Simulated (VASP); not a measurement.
Wanted: the native input for a VASP 6.6.1 run.

```
Task                   : relaxation of cell and atoms
Functional             : PBE
Potentials or basis    : VASP PAW PBE potentials, release 64 (Na_pv, Be)
Cutoff                 : 600 eV
k mesh                 : 12 × 12 × 16
Occupations            : gaussian, width 0.1 eV
Spin                   : no spin polarisation
Dipole correction      : no
Further INCAR settings : ALGO = Fast; EDIFF = 1e-07; IBRION = 2; EDIFFG = -0.01; NSW = 100; ISIF = 3
```

The structure of Na2Be lies in POSCAR:

```
Na2Be
1.0
    5.0508494455      0.0000000000      0.0000000000
   -2.5254247227      4.3741639305      0.0000000000
    0.0000000000      0.0000000000      3.0060733248
Na Be
2 1
Direct
    0.3333333333      0.6666666667      0.5000000000
    0.6666666667      0.3333333333      0.5000000000
    0.0000000000      0.0000000000      0.0000000000
```

One way to write it, as run:

INCAR

```
  ALGO = Fast
  EDIFF = 1E-7
  EDIFFG = -0.01
  ENCUT = 600
  GGA = PE
  IBRION = 2
  ISIF = 3
  ISMEAR = 0
  LASPH = T
  LCHARG = F
  LREAL = F
  LWAVE = F
  NELM = 80
  NSW = 100
  PREC = Accurate
  SIGMA = 0.1
```

KPOINTS

```
k-points
0
Gamma
  12 12 16
```

Potentials or basis: VASP PAW PBE potentials, release 64 (Na_pv, Be).

The run is started by

```bash
$ cat potpaw_PBE.64/Na_pv/POTCAR potpaw_PBE.64/Be/POTCAR > POTCAR
$ mpirun -np 1 vasp_std > vasp.out
```

Results of the run:

```yaml
Relaxed_volume: 21.37 Å³/atom
Relaxed_cell: a = 5.214 Å, b = 5.214 Å, c = 2.723 Å, α = 90.00°, β = 90.00°, γ = 120.00°
Space_group_after_relaxing_to_0.1_Å: P6/mmm (No. 191)
Energy_gained_by_relaxing: 15.9 meV/atom
Ionic_steps: 9
Pressure_after_relaxing: 0.0 GPa
Band_gap_on_the_k_mesh: zero (bands 8 and 9 overlap by 4.18 eV)
```

It took 12 min on 1 thread of AMD EPYC 7R13 Processor (Zen 3), on a shared host, peak memory 0.28 GiB.
